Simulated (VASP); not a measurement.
Crystal: BN (ke600).

```
CELL_PARAMETERS angstrom
2.52184 0.00000 0.00000
-1.26092 2.18397 0.00000
0.00000 0.00000 4.17416
ATOMIC_POSITIONS crystal
B 0.66667 0.33333 0.99969
B 0.33333 0.66667 0.49969
N 0.66667 0.33333 0.62531
N 0.33333 0.66667 0.12531
```

Base run:

```yaml
Program: VASP 6.6.1
Functional: LDA
Potentials_or_basis: VASP PAW LDA potentials, release 64 (B, N)
Cutoff: 520 eV
k_mesh: 9 × 9 × 6
Occupations: gaussian, width 0.1 eV
Spin: no spin polarisation
```

Its results: band gap on the k mesh 4.90 eV, indirect (least direct gap 8.28 eV); pressure 1.5 GPa.

Task: The run is repeated on the same cell with these changes: potentials or basis from VASP PAW LDA potentials, release 64 (B, N) to VASP PAW LDA potentials, release 64 (B_h, N_h); cutoff from 520 eV to 910 eV. What comes out?

Result: Band gap on the k mesh 4.90 eV, indirect (least direct gap 8.29 eV); pressure 1.0 GPa.

Caveats: the cutoff is under 1.25 times the usual one of these potentials, so pressure, stress and relaxed cells hold a basis-set (Pulay) error (some runs).

A k mesh can miss the band edges.
